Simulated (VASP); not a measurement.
# Si3Bi (Fm-3m) in VASP: further runs, part 2 of 2

VASP 6.6.1. The steps go on from the part before.

### Step 4. Relaxation of cell and atoms, PBE

This run uses another cell than the first one, of 19.26 Å³/atom.

Input file INCAR:

```
SYSTEM = Si3Bi
PREC     = Accurate       ! precision mode
ENCUT    = 600            ! plane-wave cutoff, eV
EDIFF    = 1E-6           ! SCF threshold, eV
ISMEAR   = 0              ! smearing method
SIGMA    = 0.1            ! smearing width, eV
LREAL    = .FALSE.        ! projectors in reciprocal space
LASPH    = .TRUE.         ! aspherical terms in the spheres
NELM     = 80             ! most SCF steps
ALGO     = Normal         ! electronic algorithm
ISIF     = 3              ! what is computed and relaxed
LWAVE    = .FALSE.        ! write WAVECAR
LCHARG   = .FALSE.        ! write CHGCAR
GGA      = PE             ! functional
IBRION   = 2              ! ionic algorithm
NSW      = 100            ! ionic steps
EDIFFG   = -0.01          ! ionic threshold
```

Input file KPOINTS:

```
Automatic mesh
0
G
  12 12 12
  0 0 0
```

Input file POSCAR:

```
Si3Bi
1.0
    0.0000000000      3.3774629434      3.3774629434
    3.3774629434      0.0000000000      3.3774629434
    3.3774629434      3.3774629434      0.0000000000
Si Bi
3 1
Direct
    0.2500000000      0.2500000000      0.2500000000
    0.7500000000      0.7500000000      0.7500000000
    0.5000000000      0.5000000000      0.5000000000
    0.0000000000      0.0000000000      0.0000000000
```

Potentials or basis: VASP PAW PBE potentials, release 64 (Si, Bi_d).

Run with:

```sh
$ cat potpaw_PBE.64/Si/POTCAR potpaw_PBE.64/Bi_d/POTCAR > POTCAR
$ mpirun -np 1 vasp_std > vasp.out
```

OUTCAR:

```text
SYSTEM = Si3Bi
   PREC = Accurate
   ENCUT = 600
   EDIFF = 1E-6
   ISMEAR = 0
   LREAL = .FALSE.
   LASPH = .TRUE.
   NELM = 80
   ISIF = 3
   GGA = PE
   IBRION = 2
   NSW = 100
   EDIFFG = -0.01

 ion  position               nearest neighbor table
   1  0.250  0.250  0.250-   3 2.92   4 2.92   4 2.92   4 2.92   4 2.92   3 2.92   3 2.92   3 2.92

   2  0.750  0.750  0.750-   3 2.92   4 2.92   3 2.92   3 2.92   3 2.92   4 2.92   4 2.92   4 2.92

   3  0.500  0.500  0.500-   1 2.92   2 2.92   1 2.92   1 2.92   1 2.92   2 2.92   2 2.92   2 2.92
                             4 3.38   4 3.38   4 3.38   4 3.38   4 3.38   4 3.38
   4  0.000  0.000  0.000-   1 2.92   2 2.92   2 2.92   2 2.92   2 2.92   1 2.92   1 2.92   1 2.92
                             3 3.38   3 3.38   3 3.38   3 3.38   3 3.38   3 3.38

  LATTYP: Found a face centered cubic cell.
 ALAT       =     6.7549258868

  Lattice vectors:

 A1 = (   0.0000000000,   3.3774629434,   3.3774629434)
 A2 = (   3.3774629434,   0.0000000000,   3.3774629434)
 A3 = (   3.3774629434,   3.3774629434,   0.0000000000)

Analysis of symmetry for initial positions (statically):
=====================================================================
 Subroutine PRICEL returns:
 Original cell was already a primitive cell.

 Routine SETGRP: Setting up the symmetry group for a
 face centered cubic supercell.

 Subroutine GETGRP returns: Found 48 space group operations
 (whereof 48 operations were pure point group operations)
 out of a pool of 48 trial point group operations.

The static configuration has the point symmetry O_h .

Analysis of symmetry for dynamics (positions and initial velocities):
=====================================================================
 Subroutine PRICEL returns:
 Original cell was already a primitive cell.

 Routine SETGRP: Setting up the symmetry group for a
 face centered cubic supercell.

 Subroutine GETGRP returns: Found 48 space group operations
 (whereof 48 operations were pure point group operations)
 out of a pool of 48 trial point group operations.

The dynamic configuration has the point symmetry O_h .

 Subroutine INISYM returns: Found 48 space group operations
 (whereof 48 operations are pure point group operations),
 and found     1 'primitive' translations

----------------------------------------------------------------------------------------

                                     Primitive cell

  volume of cell :      77.0552

  direct lattice vectors                    reciprocal lattice vectors
     0.000000000  3.377462943  3.377462943    -0.148040114  0.148040114  0.148040114
     3.377462943  0.000000000  3.377462943     0.148040114 -0.148040114  0.148040114
     3.377462943  3.377462943  0.000000000     0.148040114  0.148040114 -0.148040114

  length of vectors
     4.776453901  4.776453901  4.776453901     0.256412999  0.256412999  0.256412999

  position of ions in fractional coordinates (direct lattice)
     0.250000000  0.250000000  0.250000000
     0.750000000  0.750000000  0.750000000
     0.500000000  0.500000000  0.500000000
     0.000000000  0.000000000  0.000000000

  ion indices of the primitive-cell ions
   primitive index   ion index
                 1           1
                 2           2
                 3           3
                 4           4

[... 54 lines left out ...]
   number of dos      NEDOS =    301   number of ions     NIONS =      4
   total plane-waves  NPLWV =  64000
   dimension x,y,z NGX =    40 NGY =   40 NGZ =   40
   dimension x,y,z NGXF=    80 NGYF=   80 NGZF=   80
   ions per type =               3   1
   NGX,Y,Z   is equivalent  to a cutoff of  13.92, 13.92, 13.92 a.u.
   NGXF,Y,Z  is equivalent  to a cutoff of  27.84, 27.84, 27.84 a.u.
 SYSTEM =  Si3Bi
   PREC   = accura    normal or accurate (medium, high low for compatibility)
   ISTART =      0    job   : 0-new  1-cont  2-samecut
   ICHARG =      2    charge: 1-file 2-atom 10-const
   ISPIN  =      1    spin polarized calculation?
   LNONCOLLINEAR =      F non collinear calculations
   LSORBIT =      F    spin-orbit coupling
   LASPH  =      T    aspherical Exc in radial PAW
   ENCUT  =  600.0 eV  44.10 Ry    6.64 a.u.   9.54  9.54  9.54*2*pi/ulx,y,z
   NELM   =     80;   NELMIN=  2; NELMDL= -5     # of ELM steps
   EDIFF  = 0.1E-05   stopping-criterion for ELM
   LREAL  =      F    real-space projection
   EDIFFG = -.1E-01   stopping-criterion for IOM
   NSW    =    100    number of steps for IOM
   IBRION =      2    ionic relax: 0-MD 1-quasi-New 2-CG
   NFREE  =      1    steps in history (QN), initial steepest desc. (CG)
   ISIF   =      3    stress and relaxation
   ISYM   =      2    0-nonsym 1-usesym 2-fastsym
   POTIM  = 0.5000    time-step for ionic-motion
   TEBEG  =    0.0;   TEEND  =   0.0 temperature during run
   PSTRESS=    0.0 pullay stress
   NELECT =      27.0000    total number of electrons
   NUPDOWN=      -1.0000    fix difference up-down
   EMIN   =  10.00;   EMAX   =-10.00  energy-range for DOS
   EFERMI =   0.00;   METHOD = LEGACY
   ISMEAR =     0;   SIGMA  =   0.10  broadening in eV -4-tet -1-fermi 0-gaus
   EFERMI_NEDOS =   21; number of points for ismear=-14 and -15
   IALGO  =     38    algorithm
   IMIX   =      4    mixing-type and parameters
     AMIX     =   0.40;   BMIX     =  1.00
     AMIX_MAG =   1.60;   BMIX_MAG =  1.00
  volume/ion in A,a.u.               =      19.26       130.00
  Fermi-wavevector in a.u.,A,eV,Ry     =   1.154150  2.181027 18.123799  1.332062
  Thomas-Fermi vector in A             =   2.290788
   LORBIT       =      0    0 simple, 1 ext, 2 COOP (PROOUT), +10 PAW based schemes
   GGA     = PE    functional components
   LHFCALC =     F    Hartree Fock is set to
   AEXX    =    0.0000 exact exchange contribution
   IVDW    =     0    specifies the selected vdW correction
   LEPSILON=     F    determine dielectric tensor
   LRPA    =     F    only Hartree local field effects (RPA)
 conjugate gradient relaxation of ions
 non-spin polarized calculation
 Gauss-broadening in eV      SIGMA  =   0.10
  energy-cutoff  :      600.00
  volume of cell :       77.06
 maximum number of plane-waves:      2637
 NGX is ok and might be reduce to    40
   NGX = 19   NGY = 19   NGZ = 19

--------------------------------------- Ionic step        1  -------------------------------------------

 number of electron      27.0000002 magnetization

 Free energy of the ion-electron system (eV)
  ---------------------------------------------------
  ext. energy  EPLUGINS =         0.00000000
  ---------------------------------------------------
  free energy    TOTEN  =       -17.20223028 eV

  energy without entropy =      -17.19113242  energy(sigma->0) =      -17.19668135

------------------------ aborting loop because EDIFF is reached ----------------------------------------

  FORCE on cell =-STRESS in cart. coord.  units (eV):
  Direction    XX          YY          ZZ          XY          YZ          ZX
  --------------------------------------------------------------------------------------
  -------------------------------------------------------------------------------------
  Total        1.0954488      1.0954488      1.0954488      0.0000000      0.0000000      0.0000000
  in kB       22.7772300     22.7772300     22.7772300      0.0000000      0.0000000      0.0000000
  external PRESSURE =      22.7772300 kB  Pullay stress =       0.0000000 kB
[... 63 lines left out ...]
--------------------------------------- Ionic step        3  -------------------------------------------

 number of electron      27.0000001 magnetization

 Free energy of the ion-electron system (eV)
  ---------------------------------------------------
  ext. energy  EPLUGINS =         0.00000000
  ---------------------------------------------------
  free energy    TOTEN  =       -17.21928121 eV

  energy without entropy =      -17.20768500  energy(sigma->0) =      -17.21348311

 E-fermi :   8.4268     XC(G=0): -10.6354

 val. band max:        8.4221497982   @ k =  -0.4167   0.1667   0.0000
 cond. band min:       8.4402931268   @ k =   0.5000   0.0833   0.0000
 fundamental gap:      0.0181433286
 Fermi energy:         8.4268283621

 k-point     1 :       0.0000    0.0000    0.0000
  band No.  band energies     occupation
      1     -14.6159      2.00000
      2     -14.6159      2.00000
      3     -14.6159      2.00000
      4     -14.5875      2.00000
      5     -14.5875      2.00000
      6      -5.2273      2.00000
[... 457 lines left out ...]
      4     -14.5877      2.00000
      5     -14.5868      2.00000
      6      -3.6254      2.00000
[... 9 lines left out ...]
     16       9.8093      0.00000
     17      11.8915      0.00000

 [... further k-points ...]

------------------------ aborting loop because EDIFF is reached ----------------------------------------

  FORCE on cell =-STRESS in cart. coord.  units (eV):
  Direction    XX          YY          ZZ          XY          YZ          ZX
  --------------------------------------------------------------------------------------
  -------------------------------------------------------------------------------------
  Total       -0.0041873     -0.0041873     -0.0041873      0.0000000     -0.0000000      0.0000000
  in kB       -0.0843572     -0.0843572     -0.0843572      0.0000000     -0.0000000      0.0000000
  external PRESSURE =      -0.0843572 kB  Pullay stress =       0.0000000 kB
[... 19 lines left out ...]
  FREE ENERGIE OF THE ION-ELECTRON SYSTEM (eV)
  ---------------------------------------------------
  free  energy   TOTEN  =       -17.2192812143 eV

  energy  without entropy=      -17.2076850024  energy(sigma->0) =      -17.21348311

 reached required accuracy - stopping structural energy minimisation
```

Run time: 7.8 min. Hardware: 1 thread of Intel Xeon 8259CL, shared host; peak memory 0.33 GiB.

Results:

```yaml
Free_energy: -17.2193 eV
Relaxed_volume: 19.88 Å³/atom
Relaxed_cell: a = 4.827 Å, b = 4.827 Å, c = 4.827 Å, α = 60.00°, β = 60.00°, γ = 60.00°
Space_group_after_relaxing_to_0.1_Å: Fm-3m (No. 225)
Energy_gained_by_relaxing: 4.3 meV/atom
Ionic_steps: 3
Pressure_after_relaxing: 0.0 GPa
```

The path:
```
step  energy change (eV)  largest force (eV/Å)  pressure (GPa)  volume (Å³)
   1              0.0000                0.0000            2.28        77.06
   2             -0.0160                0.0000           -0.50        80.15
   3             -0.0171                0.0000           -0.01        79.53
```

Final structure:
```xyz
4
Lattice="0.0000 3.4132 3.4132 3.4132 0.0000 3.4132 3.4132 3.4132 0.0000" Properties=species:S:1:pos:R:3 pbc="T T T"
Si    1.7066    1.7066    1.7066
Si    5.1198    5.1198    5.1198
Si    3.4132    3.4132    3.4132
Bi    0.0000    0.0000    0.0000
```

Levels at points of the mesh, in eV from the Fermi level:
| k point | band 11 | band 12 | band 13 | band 14 | band 15 | band 16 | band 17 |
| --- | --- | --- | --- | --- | --- | --- | --- |
| (0.00, 0.00, 0.00) | -2.63 | -2.24 | -2.05 | -2.05 | -2.05 | -0.92 | -0.92 |
| (0.50, 0.00, 0.00) | -3.57 | -2.87 | -2.87 | 0.77 | 0.85 | 2.75 | 2.75 |
| (0.50, 0.50, 0.00) | -5.62 | 2.08 | 2.10 | 2.10 | 2.18 | 2.18 | 2.41 |

Caveat: the highest band is partly filled, so the run has too few bands; spin-orbit coupling is left out, which moves the levels of the heavy elements.

### Step 5. The runs side by side

```csv
task,cell,k mesh,cutoff (eV),pressure (GPa),relaxed volume (Å³/atom)
relaxation of cell and atoms,"relaxed from a = 4.911 Å, angles 60.0°, 4 atoms",4 × 4 × 4,600,0.0,19.20
single point,"a = 4.827 Å, angles 60.0°, 4 atoms",12 × 12 × 12,520,0.0,-
relaxation of cell and atoms,"relaxed from a = 4.776 Å, angles 60.0°, 4 atoms",12 × 12 × 12,600,0.0,19.88
```

Alike in all rows: level PBE; potentials or basis VASP PAW PBE potentials, release 64 (Si, Bi_d); no spin polarisation; smearing gaussian 0.1 eV.

Caveats: some runs use coarse meshes; spin-orbit coupling is left out, which moves the levels of the heavy elements; the highest band is partly filled, so the run has too few bands (at least some runs).

Absolute energies hang on the potentials; compare differences alone.
